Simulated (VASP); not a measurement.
BAs: single point with LDA

Crystal: BAs.

```
B As
1.0
     0.00000    2.68114    1.89556
     2.68114    0.00000    1.89556
     2.68114    2.68114    0.00000
B As
1 1
Direct
  0.00000 0.00000 0.00000
  0.75000 0.75000 0.75000
```

This cell differs from its parent crystal: ratio of the length along z to the lengths across it x 0.707, volume and fractional coordinates fixed.

- Program: VASP 6.6.1
- Task: single point
- Functional: LDA
- Potentials or basis: VASP PAW LDA potentials, release 64 (B, As)
- Cutoff: 520 eV
- k mesh: 12 × 12 × 12
- Occupations: fermi-dirac, width 0.2 eV
- Spin: no spin polarisation
- Dipole correction: no
- Further INCAR settings: ALGO = Normal; EDIFF = 1e-07; NBANDS = 11

```
Pressure               : -6.6 GPa
Band gap on the k mesh : zero (band 4 reaches 7.88 eV, above the bottom of band 5 at 4.75 eV)
```

Stress tensor (GPa, compression positive):
```
-16.86   0.00   0.00
  0.00 -16.86   0.00
  0.00   0.00  14.03
```

Levels at points of the mesh, in eV from the Fermi level:
```
           k point  band 1  band 2  band 3  band 4  band 5  band 6  band 7  band 8  band 9
(0.00, 0.00, 0.00)  -15.15   -0.70   -0.70    1.82    2.74    3.88    4.95    4.95    9.02
(0.50, 0.00, 0.00)  -12.06   -8.38   -3.04   -0.58    0.64    3.59    6.73   10.13   11.95
(0.50, 0.50, 0.00)   -9.54   -6.08   -5.63   -5.63   -0.47   -0.39   11.23   11.23   13.53
(0.50, 0.00, 0.50)  -11.81   -9.04   -2.37   -2.01    3.37    3.66    7.55    8.91    9.71
```

Wall time 25 s on 1 thread of Intel(R) Xeon(R) 6975P-C (Granite Rapids), with other jobs on the host, peak memory 0.16 GiB.
